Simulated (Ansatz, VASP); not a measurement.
## Two plane-wave programs on Si2N

INCAR

```
PREC = Accurate
ENCUT = 520
EDIFF = 1E-7
ISMEAR = 0
SIGMA = 0.1
LREAL = False
LASPH = True
NELM = 150
ALGO = Normal
ISIF = 2
LWAVE = False
LCHARG = False
ISPIN = 2
MAGMOM = 0 0 1
LORBIT = 11
GGA = PE
NBANDS = 18
```

KPOINTS

```
Automatic mesh
0
Gamma
  4 4 6
```

The input POSCAR:

```
Si2N
1.0
    2.1793061622     -3.6646867547      0.0000000000
    2.1793061622      3.6646867547      0.0000000000
    0.0000000000      0.0000000000      2.6274314763
Si N
2 1
Direct
    0.3187933502      0.6812066498      0.5000000000
    0.6812066498      0.3187933502      0.5000000000
    0.5000000000      0.5000000000      0.0000000000
```

Input for Ansatz:

```yaml
crystal:
  lattice:
    - [2.1793061622, -3.6646867547, 0.0]
    - [2.1793061622, 3.6646867547, 0.0]
    - [0.0, 0.0, 2.6274314763]
  atoms:
    - { symbol: Si, position: [0.3187933502, 0.6812066498, 0.5] }
    - { symbol: Si, position: [0.6812066498, 0.3187933502, 0.5] }
    - { symbol: "N", position: [0.5, 0.5, 0.0], spin: 1.0 }
basis:
  ecutwfc: 420
kpoints:
  mp_grid: { grid: [4, 4, 6] }
hamiltonian:
  xc: pbe
scf:
  occupations: { method: gaussian, width: 0.1 }
  lower_state_search: "off"
output:
  forces: true
  stress: true
  eigenvalues: true
  populations: true
magnetization:
  spin_polarized: true
```

Change from the starting cell: species swapped into the CsO2 type (Cmmm, No. 65).

Alike in both runs: task single point; functional PBE; k mesh 4 × 4 × 6; occupations gaussian, width 0.1 eV; collinear spin.

|  | VASP | Ansatz |
| --- | --- | --- |
| version | VASP 6.6.1 | Ansatz 0.2.0 |
| potentials or method | VASP PAW PBE potentials, release 64 (Si, N), cutoff 520 eV | scalar-relativistic, plane waves, PAW |
| valence electrons in the cell | 13 | 13 |

|  | VASP | Ansatz | Ansatz less VASP |
| --- | --- | --- | --- |
| gap on the k mesh at the Fermi level (eV) | none | none | - |
| pressure (GPa) | 0.5 | 0.6 | +0.11 |
| traceless stress, the component that is largest in VASP (GPa) | -2.64 | -2.66 | -0.013 |
| rms of the force components (eV/Å) | 0.058 | 0.052 | -0.0058 |
| net moment per atom (μB) | 0.00 | 0.00 | 0.000 |

Atom by atom the forces differ by 0.006 eV/Å (rms over components). A gap of «none» marks a metal or a gap that the smearing closes. Ansatz's warnings: seeded moment not kept.

The k mesh is coarse, so the values compare programs but aren't converged.
